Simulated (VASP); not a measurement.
Here is a VASP 6.6.1 calculation.

File POSCAR:

```
SrVO3
1.0
    3.8050242700      0.0000000000      0.0000000000
    0.0000000000      7.6100485400      0.0000000000
    0.0000000000      0.0000000000      3.8050242700
Sr V O
2 2 6
Direct
    0.5000000000      0.2500000000      0.5000000000
    0.5000000000      0.7500000000      0.5000000000
    0.0000000000      0.0000000000      0.0000000000
    0.0000000000      0.5000000000      0.0000000000
    0.5000000000      0.0000000000      0.0000000000
    0.5000000000      0.5000000000      0.0000000000
    0.0000000000      0.2500000000      0.0000000000
    0.0000000000      0.7500000000      0.0000000000
    0.0000000000      0.0000000000      0.5000000000
    0.0000000000      0.5000000000      0.5000000000
```

Contents of INCAR.step1:

```
PREC     = Accurate       # precision mode
ENCUT    = 660            # plane-wave cutoff, eV
ISMEAR   = -1             # smearing method
SIGMA    = 0.0226         # smearing width, eV
LREAL    = F              # projectors in reciprocal space
LASPH    = T              # aspherical terms in the spheres
NELM     = 200            # most SCF steps
ISPIN    = 2              # spin polarisation
MAGMOM   = 0 0 2 -2 0 0 0 0 0 0 # initial moments
LMAXMIX  = 4              # l up to which the mixer works
NBANDS   = 56             # bands
ISYM     = 0            
GGA      = PE             # functional
ALGO     = Normal         # electronic algorithm
EDIFF    = 1E-5           # SCF threshold, eV
LWAVE    = T              # write WAVECAR
LCHARG   = F              # write CHGCAR
GGA_COMPAT= F            
KPAR     = 4
```

File INCAR.step2:

```
PREC     = Accurate       # precision mode
ENCUT    = 660            # plane-wave cutoff, eV
EDIFF    = 1E-6           # SCF threshold, eV
ISMEAR   = -1             # smearing method
SIGMA    = 0.0226         # smearing width, eV
LREAL    = F              # projectors in reciprocal space
LASPH    = T              # aspherical terms in the spheres
NELM     = 200            # most SCF steps
ALGO     = Normal         # electronic algorithm
ISIF     = 2              # what is computed and relaxed
LWAVE    = F              # write WAVECAR
LCHARG   = F              # write CHGCAR
ISPIN    = 2              # spin polarisation
MAGMOM   = 0 0 2 -2 0 0 0 0 0 0 # initial moments
LORBIT   = 11             # projections on sites
LMAXMIX  = 4              # l up to which the mixer works
METAGGA  = R2SCAN         # meta-GGA
LMIXTAU  = T            
NBANDS   = 56             # bands
ISYM     = 0            
ISTART   = 1            
GGA_COMPAT= F            
KPAR     = 4
```

KPOINTS

```
Automatic mesh
0
Gamma
  5 3 5
  0.5 0.5 0.5
```

Potentials or basis: VASP PAW PBE potentials, release 64 (Sr_sv, V_sv, O).

Launch:

```bash
$ cat potpaw_PBE.64/Sr_sv/POTCAR potpaw_PBE.64/V_sv/POTCAR potpaw_PBE.64/O/POTCAR > POTCAR
$ cp INCAR.step1 INCAR
$ mpirun -np 4 vasp_std > vasp.out
$ cp INCAR.step2 INCAR
$ mpirun -np 4 vasp_std > vasp.out
```

Question: Predict the net moment.

Answer: 0.00 μB per cell.

Question: What does it give for the band gap on the k mesh?

Answer: Zero (filled and empty bands overlap).

Question: What does it give for the pressure?

Answer: 4.7 GPa.

Question: Estimate the site moments.

Answer: Sr +0.00; V +0.38, -0.38; O -0.02, +0.02, -0.00 (each value once) μB.

Stress tensor (GPa, compression positive):
```
3.98 0.00 0.00
0.00 6.09 0.00
0.00 0.00 4.02
```

Caveat: the cell stands under pressure; the PAW data sets were made with another functional, which shifts forces and pressure a little; semilocal functionals often make such compounds metallic where correlation or magnetic order opens a gap, which also shifts bond lengths. With open d or f shells a metallic result of r2SCAN can be an artefact of self-interaction; +U or a hybrid may open a gap.
